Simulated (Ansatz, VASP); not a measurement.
## SnTe2: VASP beside Ansatz

```
Sn Te
1.0
     0.00000    3.64692    3.64692
     3.64692    0.00000    3.64692
     3.64692    3.64692    0.00000
Sn Te
1 2
Direct
  0.00000 0.00000 0.00000
  0.25000 0.25000 0.25000
  0.75000 0.75000 0.75000
```

Change from the starting cell: volume scaled by 0.9405.

Alike in both runs: task single point; functional PBE; k mesh 10 × 10 × 10; occupations fermi-dirac, width 0.05 eV; no spin polarisation.

|  | VASP | Ansatz |
| --- | --- | --- |
| version | VASP 6.6.1 | Ansatz 0.2.0 |
| potentials or method | VASP PAW PBE potentials, release 64 (Sn_d, Te), cutoff 500 eV | all-electron LAPW, scalar-relativistic |

```csv
,VASP,Ansatz,Ansatz less VASP
pressure (GPa),2.6,2.6,+0.05
```

Ansatz ran all-electron here, and VASP with PAW potentials.

Neither program's run includes spin-orbit coupling.
